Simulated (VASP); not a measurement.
Cd, 2 atoms in the cell. It takes space group P6_3/mmc (No. 194, hexagonal). Conventional cell: a = 2.951 Å, b = 2.951 Å, c = 5.884 Å, α = 90.00°, β = 90.00°, γ = 120.00°. Cd (site symmetry -6m2) has 12 Cd at 2.95 to 3.40 Å within 3.9 Å. 

| Item | Value |
| --- | --- |
| Program | VASP 6.6.1 |
| Task | single point |
| Functional | r2SCAN |
| Potentials or basis | VASP PAW PBE potentials, release 64 (Cd) |
| Cutoff | 520 eV |
| k mesh | 12 × 12 × 6 |
| Occupations | fermi-dirac, width 0.03 eV |
| Spin | no spin polarisation |
| Dipole correction | no |
| Further INCAR settings | ALGO = Normal; EDIFF = 1e-07; NBANDS = 19 |

Potentials or basis: VASP PAW PBE potentials, release 64 (Cd).

Run with:

```console
$ cat potpaw_PBE.64/Cd/POTCAR > POTCAR
$ cp INCAR.step1 INCAR
$ mpirun -np 1 vasp_std > vasp.out
$ cp INCAR.step2 INCAR
$ mpirun -np 1 vasp_std > vasp.out
```

Hardware: 1 thread of Intel Xeon 8259CL, on a shared host.

Problem. Estimate the wall time of this run.

Solution. It took 5.5 min on 1 thread of Intel Xeon 8259CL, with other jobs on the host, peak memory 0.2 GiB. Counts: k points 76.
